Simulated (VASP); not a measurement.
# Si32C31 (a cell with a defect): single point with PBEsol

System: Si32C31 (a cell with a defect).

```
Si C
1.0
     8.71371    0.00000    0.00000
     0.00000    8.71371    0.00000
     0.00000    0.00000    8.71371
Si C
32 31
Direct
  0.00026 0.00030 0.00044
  0.00033 0.00038 0.49935
  0.00033 0.49922 0.00052
  0.00125 0.49999 0.50014
  0.49917 0.00038 0.00052
  0.49996 0.00130 0.50013
  0.49996 0.49999 0.00144
  0.49113 0.49116 0.49131
  0.24983 0.24987 0.00041
  0.24927 0.24931 0.49888
  0.24935 0.75168 0.00081
  0.24845 0.74979 0.50018
  0.75165 0.24940 0.00079
  0.74976 0.24849 0.50018
  0.74992 0.74995 0.00114
  0.75723 0.75725 0.49289
  0.24983 0.00026 0.25001
  0.24935 0.00066 0.75183
  0.24928 0.49872 0.24946
  0.24845 0.50003 0.74994
  0.75164 0.00065 0.24954
  0.74992 0.00100 0.75010
  0.74976 0.50003 0.24863
  0.75719 0.49276 0.75737
  0.00023 0.24987 0.25002
  0.00061 0.24940 0.75183
  0.00061 0.75169 0.24954
  0.00095 0.74996 0.75011
  0.49869 0.24931 0.24946
  0.49999 0.24849 0.74994
  0.49999 0.74980 0.24864
  0.49267 0.75729 0.75744
  0.12523 0.12526 0.12541
  0.12525 0.12530 0.62484
  0.12525 0.62469 0.12544
  0.12498 0.62518 0.62533
  0.62465 0.12530 0.12543
  0.62514 0.12503 0.62533
  0.62514 0.62518 0.12517
  0.37535 0.37539 0.12545
  0.37628 0.37631 0.62650
  0.37537 0.87517 0.12540
  0.37574 0.87426 0.62364
  0.87513 0.37541 0.12540
  0.87423 0.37578 0.62365
  0.87508 0.87513 0.12515
  0.87443 0.87447 0.62657
  0.37535 0.12530 0.37553
  0.37537 0.12526 0.87531
  0.37628 0.62635 0.37646
  0.37575 0.62350 0.87441
  0.87512 0.12525 0.37556
  0.87509 0.12501 0.87527
  0.87423 0.62350 0.37593
  0.87443 0.62642 0.87461
  0.12527 0.37539 0.37554
  0.12522 0.37541 0.87532
  0.12521 0.87517 0.37556
  0.12497 0.87513 0.87527
  0.62632 0.37631 0.37646
  0.62346 0.37579 0.87441
  0.62346 0.87425 0.37594
  0.62638 0.87447 0.87462
```

- Program: VASP 6.6.1
- Task: single point
- Functional: PBEsol
- Potentials or basis: VASP PAW PBE potentials, release 64 (Si, C)
- Cutoff: 520 eV
- k mesh: 1 × 1 × 1, shifted
- Occupations: fermi-dirac, width 0.05 eV
- Spin: no spin polarisation
- Dipole correction: no
- Charge: 2
- Further INCAR settings: LREAL = Auto; ALGO = Normal; EDIFF = 1e-06; NBANDS = 163; ISYM = 0; NELECT = 250.0

The largest force is 0.189 eV/Å.

Forces on the atoms (eV/Å):
```
Si   0.031  0.031  0.030
Si   0.074  0.074 -0.080
Si   0.074 -0.080  0.074
Si   0.010  0.025  0.025
Si  -0.078  0.073  0.073
Si   0.025  0.009  0.026
Si   0.024  0.025  0.011
Si   0.077  0.079  0.078
Si   0.038  0.038  0.043
Si   0.056  0.055 -0.018
Si   0.046 -0.050  0.019
Si   0.055  0.040  0.039
Si  -0.050  0.044  0.020
Si   0.040  0.055  0.038
Si   0.028  0.030  0.096
Si   0.020  0.021 -0.010
Si   0.039  0.045  0.040
Si   0.045  0.019 -0.051
Si   0.056 -0.017  0.056
Si   0.055  0.039  0.039
Si  -0.050  0.019  0.044
Si   0.029  0.097  0.029
Si   0.040  0.038  0.056
Si   0.022 -0.009  0.021
Si   0.044  0.038  0.038
Si   0.020  0.044 -0.050
Si   0.020 -0.049  0.045
Si   0.097  0.029  0.028
Si  -0.017  0.056  0.056
Si   0.038  0.056  0.039
Si   0.038  0.039  0.056
Si  -0.007  0.020  0.018
C   -0.031 -0.031 -0.030
C   -0.050 -0.049  0.129
C   -0.048  0.130 -0.048
C   -0.047 -0.026 -0.026
C    0.130 -0.049 -0.048
C   -0.027 -0.046 -0.026
C   -0.024 -0.024 -0.044
C   -0.042 -0.042 -0.042
C   -0.122 -0.122  0.068
C   -0.040 -0.042 -0.038
C   -0.005 -0.036  0.024
C   -0.042 -0.040 -0.038
C   -0.038 -0.003  0.020
C   -0.040 -0.040 -0.041
C   -0.077 -0.079  0.025
C   -0.042 -0.041 -0.043
C   -0.040 -0.040 -0.041
C   -0.124  0.069 -0.124
C   -0.007  0.025 -0.037
C   -0.042 -0.040 -0.037
C   -0.041 -0.042 -0.040
C   -0.040  0.025 -0.004
C   -0.081  0.025 -0.080
C   -0.041 -0.043 -0.043
C   -0.041 -0.039 -0.041
C   -0.041 -0.043 -0.037
C   -0.043 -0.041 -0.040
C    0.070 -0.124 -0.124
C    0.025 -0.006 -0.039
C    0.027 -0.039 -0.005
C    0.024 -0.080 -0.079
```

Levels at points of the mesh, in eV from the Fermi level:
```csv
k point,band 122,band 123,band 124,band 125,band 126,band 127,band 128,band 129
"(0.25, 0.25, 0.25)",-1.30,-1.27,-1.01,-1.01,0.97,1.41,1.41,1.72
```

Run time: 15 min on 1 thread of Oxide Virtual Turin-like Processor (shared host), peak memory 0.77 GiB.

Caveat: the cell carries a net charge on a neutralising background, which shifts energy and pressure; the cell is charged against a uniform background, so pressure and absolute levels hang on convention; the PAW data sets were made with another functional, which shifts forces and pressure a little.
